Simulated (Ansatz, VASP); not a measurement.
## One calculation of SiC, two programs

```
Si C
1.0
     0.00000    2.17839    2.17839
     2.17839    0.00000    2.17839
     2.17839    2.17839    0.00000
Si C
1 1
Direct
  0.99764 0.00942 0.00236
  0.75551 0.72797 0.74449
```

Change from the starting cell: mode 4 frozen in at -0.060 Å and mode 5 at -0.036 Å (largest displacements).

Alike in both runs: task single point; functional PBEsol; k mesh 10 × 10 × 10; occupations gaussian, width 0.05 eV; no spin polarisation.

```csv
,VASP,Ansatz
version,VASP 6.6.1,Ansatz 0.2.0
potentials or method,"VASP PAW PBE potentials, release 64 (Si, C), cutoff 520 eV","scalar-relativistic, plane waves, PAW"
valence electrons in the cell,8,8
```

Ansatz gave:

* gap on the k mesh at the Fermi level (eV): 0.77
* least direct gap on the mesh (eV): 4.23
* pressure (GPa): 1.2
* traceless stress, the component that is largest in VASP (GPa): -5.74
* rms of the force components (eV/Å): 1.122

Problem. Estimate VASP's values.

Solution. gap on the k mesh at the Fermi level (eV): 0.76; least direct gap on the mesh (eV): 4.22; pressure (GPa): 1.5; traceless stress, the component that is largest in VASP (GPa): -5.82; rms of the force components (eV/Å): 1.126.

VASP's potentials were made for PBE, not for PBEsol. Atom by atom the forces differ by 0.004 eV/Å (rms over components).
